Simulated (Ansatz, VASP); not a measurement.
## Mg in VASP and in Ansatz

```
Mg
1.0
     3.15068    0.00000    0.00000
    -1.57534    2.72857    0.00000
     0.00000    0.00000    5.02416
Mg
2
Direct
  0.33333 0.66667 0.25000
  0.66667 0.33333 0.75000
```

Alike in both runs: functional LDA; k mesh 12 × 12 × 8; occupations gaussian, width 0.1 eV; no spin polarisation.

Ansatz relaxed the structure, and its values are those at the end. VASP's run is a single point on that final structure, the one shown.

|  | VASP | Ansatz |
| --- | --- | --- |
| version | VASP 6.6.1 | Ansatz 0.2.0 |
| potentials or method | VASP PAW LDA potentials, release 64 (Mg), cutoff 520 eV | scalar-relativistic, plane waves, PAW |
| valence electrons in the cell | 4 | 20 |

Ansatz gave:

| Item | Value |
| --- | --- |
| gap on the k mesh at the Fermi level (eV) | none |
| pressure (GPa) | 0.0 |

**Question.** Which values does VASP return?

**Answer.** gap on the k mesh at the Fermi level (eV): none; pressure (GPa): -0.3.

Ansatz warns that its potentials were made for another functional, while VASP's fit it. LDA's correlation is that of Perdew and Zunger in VASP and of Perdew and Wang (1992) in Ansatz. A gap of «none» marks a metal or a gap that the smearing closes. VASP's potentials hold 4 valence electrons a cell and Ansatz's 20, so a difference there can come from the potentials and not from the codes.
